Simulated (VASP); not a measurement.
Write the native input for VASP 6.6.1 that does the following.

| Quantity | Value |
| --- | --- |
| Task | relaxation of cell and atoms |
| Functional | PBE |
| Potentials or basis | VASP PAW PBE potentials, release 64 (Ge_d, P) |
| Cutoff | 600 eV |
| k mesh | 6 × 6 × 4 |
| Occupations | gaussian, width 0.1 eV |
| Spin | no spin polarisation |
| Dipole correction | no |
| Further INCAR settings | ALGO = Normal; EDIFF = 1e-06; IBRION = 2; EDIFFG = -0.04; NSW = 90; ISIF = 3 |

The structure of Ge3P2 lies in POSCAR:

```
Ge3P2
1.0
    3.9923809102      0.0000000000      0.0000000000
   -1.9961904551      3.4575032898      0.0000000000
    0.0000000000      0.0000000000      6.2114961877
Ge P
3 2
Direct
    0.0000000000      0.0000000000      0.0000000000
    0.3333333333      0.6666666667      0.6450000000
    0.6666666667      0.3333333333      0.3550000000
    0.3333333333      0.6666666667      0.2450000000
    0.6666666667      0.3333333333      0.7550000000
```

The input as run:

INCAR

```
ALGO = Normal ; EDIFF = 1E-6
EDIFFG = -0.04 ; ENCUT = 600
GGA = PE ; IBRION = 2
ISIF = 3 ; ISMEAR = 0
LASPH = T ; LCHARG = F
LREAL = F ; LWAVE = F
NELM = 80 ; NSW = 90
PREC = Accurate ; SIGMA = 0.1
```

KPOINTS

```
k-points
0
Gamma
  6 6 4
```

Potentials or basis: VASP PAW PBE potentials, release 64 (Ge_d, P).

Launch:

```bash
$ cat potpaw_PBE.64/Ge_d/POTCAR potpaw_PBE.64/P/POTCAR > POTCAR
$ mpirun -np 1 vasp_std > vasp.out
```

It gave:

The relaxed volume is 19.45 Å³/atom and the relaxed cell is a = 4.533 Å, b = 4.533 Å, c = 5.467 Å, α = 90.00°, β = 90.00°, γ = 120.00°. The space group after relaxing (to 0.1 Å) is P-3m1 (No. 164) and the energy gained by relaxing is 220.5 meV/atom. The ionic steps are 16 and the pressure after relaxing is -0.2 GPa. The largest force after relaxing is 0.018 eV/Å and the band gap on the k mesh is zero (bands 26 and 27 overlap by 2.57 eV).

It took 15 min on 1 thread of Intel Xeon 8259CL, on a shared host, peak memory 0.26 GiB.
